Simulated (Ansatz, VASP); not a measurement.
AgCl in VASP and in Ansatz

The input INCAR:

```
SYSTEM = AgCl
PREC = Accurate
ENCUT = 520
EDIFF = 1E-6
ISMEAR = 0
SIGMA = 0.03
LREAL = .False.
LASPH = .True.
NELM = 60
ALGO = Normal
ISIF = 2
LWAVE = .False.
LCHARG = .False.
GGA = CA
NBANDS = 16
```

KPOINTS

```
Automatic mesh
0
Gamma
  10 10 10
  0 0 0
```

POSCAR

```
AgCl
1.0
    3.4339730000      0.0000000000      0.0000000000
    0.0000000000      3.2966140800      0.0000000000
    0.0000000000      0.0000000000      3.4339730000
Ag Cl
1 1
Direct
    0.0000000000      0.0000000000      0.0000000000
    0.5000000000      0.5000000000      0.5000000000
```

Input for Ansatz:

```yaml
crystal:
  lattice:
    - [3.433973, 0.0, 0.0]
    - [0.0, 3.29661408, 0.0]
    - [0.0, 0.0, 3.433973]
  atoms:
    - { symbol: Ag, position: [0.0, 0.0, 0.0] }
    - { symbol: Cl, position: [0.5, 0.5, 0.5] }
basis:
  ecutwfc: 420
kpoints:
  mp_grid: { grid: [10, 10, 10] }
hamiltonian:
  xc: lda
scf:
  occupations: { method: gaussian, width: 0.03 }
output:
  forces: true
  stress: true
  eigenvalues: true
```

Change from the starting cell: strain -0.0400 x Voigt [0, 1, 0, 0, 0, 0], atoms carried along.

Alike in both runs: task single point; functional LDA; k mesh 10 × 10 × 10; occupations gaussian, width 0.03 eV; no spin polarisation.

|  | VASP | Ansatz |
| --- | --- | --- |
| version | VASP 6.6.1 | Ansatz 0.2.0 |
| potentials or method | VASP PAW LDA potentials, release 64 (Ag, Cl), cutoff 520 eV | scalar-relativistic, plane waves, PAW |
| valence electrons in the cell | 18 | 26 |

|  | VASP | Ansatz | Ansatz less VASP |
| --- | --- | --- | --- |
| gap on the k mesh at the Fermi level (eV) | 0.25 | 0.22 | -0.031 |
| least direct gap on the mesh (eV) | 1.67 | 1.64 | -0.029 |
| pressure (GPa) | -6.0 | -6.0 | +0.01 |
| traceless stress, the component that is largest in VASP (GPa) | 1.37 | 1.35 | -0.013 |

LDA's correlation is that of Perdew and Zunger in VASP and of Perdew and Wang (1992) in Ansatz. VASP's potentials hold 18 valence electrons a cell and Ansatz's 26, so a difference there can come from the potentials and not from the codes.
